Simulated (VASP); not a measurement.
Write the native input for VASP 6.6.1 that does the following.

```yaml
Task: single point
Functional: HF
Potentials_or_basis: VASP PAW PBE potentials, release 64 (Au, Cu)
Cutoff: 520 eV
k_mesh: 5 × 5 × 4
Occupations: fermi-dirac, width 0.05 eV
Spin: no spin polarisation
Dipole_correction: no
Grid_for_exact_exchange_PRECFOCK: Normal
Further_INCAR_settings: ALGO = Normal; EDIFF = 1e-06; NBANDS = 18
Share_of_exact_exchange: 1
```

The system is CuAu.

```
CELL_PARAMETERS angstrom
2.81075 0.00000 0.00000
0.00000 2.81075 0.00000
0.00000 0.00000 3.68500
ATOMIC_POSITIONS crystal
Au 0.00000 0.00000 0.00000
Cu 0.50000 0.50000 0.50000
```

The input as run:

POSCAR

```
CuAu
1.0
    2.8107494552      0.0000000000      0.0000000000
    0.0000000000      2.8107494552      0.0000000000
    0.0000000000      0.0000000000      3.6850000000
Au Cu
1 1
Direct
    0.0000000000      0.0000000000      0.0000000000
    0.5000000000      0.5000000000      0.5000000000
```

INCAR.step1

```
SYSTEM = CuAu
PREC = Accurate
ENCUT = 520
EDIFF = 1E-5
ISMEAR = -1
SIGMA = 0.05
LREAL = .False.
LASPH = .True.
NELM = 60
ALGO = Normal
ISIF = 2
LWAVE = .True.
LCHARG = .False.
GGA = PE
NBANDS = 18
```

INCAR.step2

```
SYSTEM = CuAu
PREC = Accurate
ENCUT = 520
EDIFF = 1E-6
ISMEAR = -1
SIGMA = 0.05
LREAL = .False.
LASPH = .True.
NELM = 60
ALGO = Normal
ISIF = 2
LWAVE = .False.
LCHARG = .False.
GGA = PE
LHFCALC = .True.
AEXX = 1.0
ALDAC = 0.0
AGGAC = 0.0
PRECFOCK = Normal
ISTART = 1
NBANDS = 18
```

KPOINTS

```
regular mesh
0
Gamma
  5 5 4
  0 0 0
```

Potentials or basis: VASP PAW PBE potentials, release 64 (Au, Cu).

The run is started by

```console
$ cat potpaw_PBE.64/Au/POTCAR potpaw_PBE.64/Cu/POTCAR > POTCAR
$ cp INCAR.step1 INCAR
$ mpirun -np 1 vasp_std > vasp.out
$ cp INCAR.step2 INCAR
$ mpirun -np 1 vasp_std > vasp.out
```

It gave:

```json
{
 "Pressure": "19.6 GPa",
 "Band gap on the k mesh": "zero (bands 11 and 12 overlap by 13.26 eV)"
}
```

Caveat: the k points lie up to 0.45 Å⁻¹ apart, too coarse for converged energies and pressures of a metal; the PAW data sets were made with another functional, which shifts forces and pressure a little; spin-orbit coupling is left out, which moves the levels of the heavy elements.

Run time: 47 min on 1 thread of Oxide Virtual Turin-like Processor (shared host), peak memory 0.13 GiB.
